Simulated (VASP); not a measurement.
Input of a VASP 6.6.1 run:

Contents of INCAR:

```
PREC = Accurate
ENCUT = 520
EDIFF = 1E-6
ISMEAR = -1
SIGMA = 0.1
LREAL = F
LASPH = T
NELM = 80
ALGO = Normal
ISIF = 2
LWAVE = F
LCHARG = T
GGA = PS
LELF = T
LVHAR = T
NBANDS = 12
```

KPOINTS

```
regular mesh
0
Gamma
  13 13 8
```

POSCAR

```
As
1.0
    2.9455236610      0.0000000000      0.0000000000
   -1.4727618305      2.5508983179      0.0000000000
    0.0000000000      0.0000000000      4.5013761137
As
2
Direct
    0.3333333333      0.6666666667      0.2500000000
    0.6666666667      0.3333333333      0.7500000000
```

Potentials or basis: VASP PAW PBE potentials, release 64 (As).

Run with:

```sh
$ cat potpaw_PBE.64/As/POTCAR > POTCAR
$ mpirun -np 1 vasp_std > vasp.out
```

Problem. What does it give for the pressure?

Solution. 9.5 GPa.

Problem. Estimate the band gap on the k mesh.

Solution. Zero (band 5 reaches 12.71 eV, above the bottom of band 6 at 3.77 eV).

Stress tensor (GPa, compression positive):
```
9.55 0.00 0.00
0.00 9.55 0.00
0.00 0.00 9.31
```

Caveat: the PAW data sets were made with another functional, which shifts forces and pressure a little.
